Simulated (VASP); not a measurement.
# Hf (Fm-3m) in VASP: single point with PBE

Aim: the single point of Hf with PBE.

Everything below comes from runs of VASP 6.6.1. Logs are shortened: lines on timing, memory, paths and dates and some standing lists are left out, and cuts for length are marked.

## 1. The cell of the first run

Symmetry: Fm-3m, No. 225, cubic system. Conventional cell: a = 4.469 Å, b = 4.469 Å, c = 4.469 Å, α = 90.00°, β = 90.00°, γ = 90.00°. Within 4.2 Å of Hf (site symmetry m-3m) lie 12 Hf at 3.16 Å.

This isn't the form of Hf at room conditions, which is hcp.

## 2. Single point, PBE (22.32 Å³/atom)

INCAR

```
SYSTEM = Hf
  ALGO = Normal
  EDIFF = 1E-6
  ENCUT = 500
  GGA = PE
  GGA_COMPAT = .False.
  ISIF = 2
  ISMEAR = -1
  LASPH = .True.
  LCHARG = .False.
  LREAL = .False.
  LWAVE = .False.
  NBANDS = 11
  NELM = 120
  PREC = Accurate
  SIGMA = 0.03
```

KPOINTS

```
k-points
0
Gamma
  13 13 13
  0 0 0
```

POSCAR

```
Hf
1.0
    0.0000000000      2.2347024152      2.2347024152
    2.2347024152      0.0000000000      2.2347024152
    2.2347024152      2.2347024152      0.0000000000
Hf
1
Direct
    0.0000000000      0.0000000000      0.0000000000
```

Potentials or basis: VASP PAW PBE potentials, release 64 (Hf_pv).

The run is started by

```bash
$ cat potpaw_PBE.64/Hf_pv/POTCAR > POTCAR
$ mpirun -np 1 vasp_std > vasp.out
```

OUTCAR:

```text
SYSTEM = Hf
   EDIFF = 1E-6
   ENCUT = 500
   GGA = PE
   ISIF = 2
   ISMEAR = -1
   LASPH = .True.
   LREAL = .False.
   NELM = 120
   PREC = Accurate

 ion  position               nearest neighbor table
   1  0.000  0.000  0.000-

  LATTYP: Found a face centered cubic cell.
 ALAT       =     4.4694048304

  Lattice vectors:

 A1 = (   0.0000000000,   2.2347024152,   2.2347024152)
 A2 = (   2.2347024152,   0.0000000000,   2.2347024152)
 A3 = (   2.2347024152,   2.2347024152,   0.0000000000)

Analysis of symmetry for initial positions (statically):
=====================================================================
 Subroutine PRICEL returns:
 Original cell was already a primitive cell.

 Routine SETGRP: Setting up the symmetry group for a
 face centered cubic supercell.

 Subroutine GETGRP returns: Found 48 space group operations
 (whereof 48 operations were pure point group operations)
 out of a pool of 48 trial point group operations.

The static configuration has the point symmetry O_h .

Analysis of symmetry for dynamics (positions and initial velocities):
=====================================================================
 Subroutine PRICEL returns:
 Original cell was already a primitive cell.

 Routine SETGRP: Setting up the symmetry group for a
 face centered cubic supercell.

 Subroutine GETGRP returns: Found 48 space group operations
 (whereof 48 operations were pure point group operations)
 out of a pool of 48 trial point group operations.

The dynamic configuration has the point symmetry O_h .

 Subroutine INISYM returns: Found 48 space group operations
 (whereof 48 operations are pure point group operations),
 and found     1 'primitive' translations

----------------------------------------------------------------------------------------

                                     Primitive cell

  volume of cell :      22.3197

  direct lattice vectors                    reciprocal lattice vectors
     0.000000000  2.234702415  2.234702415    -0.223743437  0.223743437  0.223743437
     2.234702415  0.000000000  2.234702415     0.223743437 -0.223743437  0.223743437
     2.234702415  2.234702415  0.000000000     0.223743437  0.223743437 -0.223743437

  length of vectors
     3.160346463  3.160346463  3.160346463     0.387535001  0.387535001  0.387535001

  position of ions in fractional coordinates (direct lattice)
     0.000000000  0.000000000  0.000000000
[... 81 lines left out ...]
   NFREE  =      0    steps in history (QN), initial steepest desc. (CG)
   ISIF   =      2    stress and relaxation
   ISYM   =      2    0-nonsym 1-usesym 2-fastsym
   POTIM  = 0.5000    time-step for ionic-motion
   TEBEG  =    0.0;   TEEND  =   0.0 temperature during run
   PSTRESS=    0.0 pullay stress
   NELECT =      10.0000    total number of electrons
   NUPDOWN=      -1.0000    fix difference up-down
   EMIN   =  10.00;   EMAX   =-10.00  energy-range for DOS
   EFERMI =   0.00;   METHOD = LEGACY
   ISMEAR =    -1;   SIGMA  =   0.03  broadening in eV -4-tet -1-fermi 0-gaus
   EFERMI_NEDOS =   21; number of points for ismear=-14 and -15
   IALGO  =     38    algorithm
   IMIX   =      4    mixing-type and parameters
     AMIX     =   0.40;   BMIX     =  1.00
     AMIX_MAG =   1.60;   BMIX_MAG =  1.00
  volume/ion in A,a.u.               =      22.32       150.62
  Fermi-wavevector in a.u.,A,eV,Ry     =   1.252694  2.367249 21.350851  1.569243
  Thomas-Fermi vector in A             =   2.386583
   LORBIT       =      0    0 simple, 1 ext, 2 COOP (PROOUT), +10 PAW based schemes
   GGA     = PE    functional components
   LHFCALC =     F    Hartree Fock is set to
   AEXX    =    0.0000 exact exchange contribution
   IVDW    =     0    specifies the selected vdW correction
   LEPSILON=     F    determine dielectric tensor
   LRPA    =     F    only Hartree local field effects (RPA)
 non-spin polarized calculation
  energy-cutoff  :      500.00
  volume of cell :       22.32
 maximum number of plane-waves:       578
   NGX = 11   NGY = 11   NGZ = 11

 number of electron      10.0000000 magnetization

 number of electron       9.9999999 magnetization

 Free energy of the ion-electron system (eV)
  ---------------------------------------------------
  ext. energy  EPLUGINS =         0.00000000
  ---------------------------------------------------
  free energy    TOTEN  =        -9.85517012 eV

  energy without entropy =       -9.85054959  energy(sigma->0) =       -9.85285985

 E-fermi :   4.7382     XC(G=0): -11.2961

 val. band max:        4.7342103561   @ k =   0.3077   0.0000   0.0000
 cond. band min:       4.7577219799   @ k =  -0.2308   0.0769   0.0000
 fundamental gap:      0.0235116238
 Fermi energy:         4.7381936895

 k-point     1 :       0.0000    0.0000    0.0000
  band No.  band energies     occupation
      1     -25.2479      2.00000
      2     -25.2479      2.00000
      3     -25.2479      2.00000
      4      -2.4616      2.00000
      5       6.1625      0.00000
      6       6.1625      0.00000
      7       6.1625      0.00000
      8       8.9610      0.00000
      9       8.9610      0.00000
     10      16.0800      0.00000
     11      17.8339      0.00000
[... 309 lines left out ...]
 k-point    24 :       0.4615    0.1538    0.0000
  band No.  band energies     occupation
      1     -25.9633      2.00000
      2     -25.4480      2.00000
      3     -25.3995      2.00000
      4       1.5972      2.00000
      5       4.2900      2.00000
      6       5.4217      0.00000
      7       6.7395      0.00000
      8      10.7596      0.00000
      9      11.1694      0.00000
     10      14.3136      0.00000
     11      17.7026      0.00000

 [... further k-points ...]

------------------------ aborting loop because EDIFF is reached ----------------------------------------

  FORCE on cell =-STRESS in cart. coord.  units (eV):
  Direction    XX          YY          ZZ          XY          YZ          ZX
  --------------------------------------------------------------------------------------
  -------------------------------------------------------------------------------------
  Total        0.0847943      0.0847943      0.0847943     -0.0000000     -0.0000000      0.0000000
  in kB        6.0867851      6.0867851      6.0867851     -0.0000000     -0.0000000      0.0000000
  external PRESSURE =       6.0867851 kB  Pullay stress =       0.0000000 kB

 VOLUME and BASIS-vectors are now :
 -----------------------------------------------------------------------------
  energy-cutoff  :      500.00
  volume of cell :       22.32
      direct lattice vectors                 reciprocal lattice vectors
     0.000000000  2.234702415  2.234702415    -0.223743437  0.223743437  0.223743437
     2.234702415  0.000000000  2.234702415     0.223743437 -0.223743437  0.223743437
     2.234702415  2.234702415  0.000000000     0.223743437  0.223743437 -0.223743437

 POSITION                                       TOTAL-FORCE (eV/Angst)
 -----------------------------------------------------------------------------------
      0.00000      0.00000      0.00000         0.000000      0.000000      0.000000
 -----------------------------------------------------------------------------------
    total drift:                               -0.000000      0.000000     -0.000000

  FREE ENERGIE OF THE ION-ELECTRON SYSTEM (eV)
  ---------------------------------------------------
  free  energy   TOTEN  =        -9.8551701152 eV

  energy  without entropy=       -9.8505495881  energy(sigma->0) =       -9.85285985
```

stdout:

```text
POSCAR found type information on POSCAR Hf
 POSCAR found :  1 types and       1 ions
 scaLAPACK will be used
 LDA part: xc-table for (Slater+PW92), standard interpolation
 POSCAR, INCAR and KPOINTS ok, starting setup
 FFT: planning ... GRIDC
 FFT: planning ... GRID_SOFT
 FFT: planning ... GRID
 WAVECAR not read
 entering main loop
```

Wall time 9.5 s (1 thread of AMD EPYC 9R45 (Zen 5), shared host); peak memory 0.12 GiB.

Results:

```yaml
Free_energy: -9.8552 eV
Pressure: 0.6 GPa
Band_gap_on_the_k_mesh: zero (bands 5 and 6 overlap by 1.95 eV)
```

Caveat: spin-orbit coupling is left out, which moves the levels of the heavy elements.
